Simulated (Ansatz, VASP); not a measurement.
BaTiO3: VASP beside Ansatz

```
Ba Ti O
1.0
     2.76598    1.59694    2.32099
    -2.76598    1.59694    2.32099
     0.00000   -3.19387    2.32099
Ba Ti O
1 1 3
Direct
  0.99997 0.99997 0.99997
  0.50770 0.50770 0.50770
  0.49225 0.49225 0.98652
  0.49225 0.98652 0.49225
  0.98652 0.49225 0.49225
```

Change from the starting cell: strain -0.025 along x and y, +0.000 along z, atoms carried along.

Alike in both runs: task single point; functional r2SCAN; k mesh 6 × 6 × 6; occupations gaussian, width 0.05 eV; no spin polarisation; Hubbard terms Ti d U = 4.0 eV.

```csv
,VASP,Ansatz
version,VASP 6.6.1,Ansatz 0.2.0
potentials or method,"VASP PAW PBE potentials, release 64 (Ba_sv, Ti_sv, O), cutoff 520 eV","scalar-relativistic, plane waves, PAW"
valence electrons in the cell,40,40
```

Ansatz gave:

| Item | Value |
| --- | --- |
| gap on the k mesh at the Fermi level (eV) | 3.02 |
| least direct gap on the mesh (eV) | 3.19 |
| pressure (GPa) | 10.1 |
| traceless stress, the component that is largest in VASP (GPa) | -4.87 |
| rms of the force components (eV/Å) | 0.153 |

**Question.** What did VASP give for the same quantities?

**Answer.** gap on the k mesh at the Fermi level (eV): 3.00; least direct gap on the mesh (eV): 3.21; pressure (GPa): 14.7; traceless stress, the component that is largest in VASP (GPa): -5.19; rms of the force components (eV/Å): 0.370.

VASP's potentials were made for PBE, not for r2SCAN. The programs project onto different local orbitals, so the same U acts differently, and such runs can settle in different states. Atom by atom the forces differ by 0.220 eV/Å (rms over components).

Neither program's run includes spin-orbit coupling.
